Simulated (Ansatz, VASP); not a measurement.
# NaI: VASP beside Ansatz

File INCAR:

```
SYSTEM = NaI
ALGO     = Normal         ! electronic algorithm
EDIFF    = 1E-6           ! SCF threshold, eV
ENCUT    = 520            ! plane-wave cutoff, eV
GGA      = PE             ! functional
ISIF     = 2              ! what is computed and relaxed
ISMEAR   = -1             ! smearing method
LASPH    = .True.         ! aspherical terms in the spheres
LCHARG   = .False.        ! write CHGCAR
LREAL    = .False.        ! projectors in reciprocal space
LWAVE    = .False.        ! write WAVECAR
NBANDS   = 14             ! bands
NELM     = 60             ! most SCF steps
PREC     = Accurate       ! precision mode
SIGMA    = 0.02           ! smearing width, eV
```

File KPOINTS:

```
k-points
0
Gamma
  8 8 8
  0 0 0
```

Contents of POSCAR:

```
NaI
1.0
    0.0000000000      3.2364000000      3.2364000000
    3.2364000000      0.0000000000      3.2364000000
    3.2364000000      3.2364000000      0.0000000000
Na I
1 1
Direct
    0.0000000000      0.0000000000      0.0000000000
    0.5000000000      0.5000000000      0.5000000000
```

Input for Ansatz:

```yaml
crystal:
  lattice:
    - [0.0, 3.2364, 3.2364]
    - [3.2364, 0.0, 3.2364]
    - [3.2364, 3.2364, 0.0]
  atoms:
    - { symbol: Na, position: [0.0, 0.0, 0.0] }
    - { symbol: I, position: [0.5, 0.5, 0.5] }
kpoints:
  mp_grid: { grid: [8, 8, 8] }
scf:
  occupations: { method: fermi_dirac, width: 0.02 }
hamiltonian:
  xc: pbe
  pseudopotentials:
    kind: all_electron
    lapw: { basis_error: 0.001 }
    dirac_shells: { I: ["3p", "3d"] }
output:
  forces: true
  stress: true
  eigenvalues: true
```

Alike in both runs: task single point; functional PBE; k mesh 8 × 8 × 8; occupations fermi-dirac, width 0.02 eV; no spin polarisation.

```csv
,VASP,Ansatz
version,VASP 6.6.1,Ansatz 0.2.0
potentials or method,"VASP PAW PBE potentials, release 64 (Na_pv, I), cutoff 520 eV","all-electron LAPW, scalar-relativistic"
```

|  | VASP | Ansatz | Ansatz less VASP |
| --- | --- | --- | --- |
| gap on the k mesh at the Fermi level (eV) | 3.64 | 3.64 | +0.003 |
| pressure (GPa) | 0.4 | 0.4 | -0.01 |

Ansatz ran all-electron here, and VASP with PAW potentials.

Neither program's run includes spin-orbit coupling.
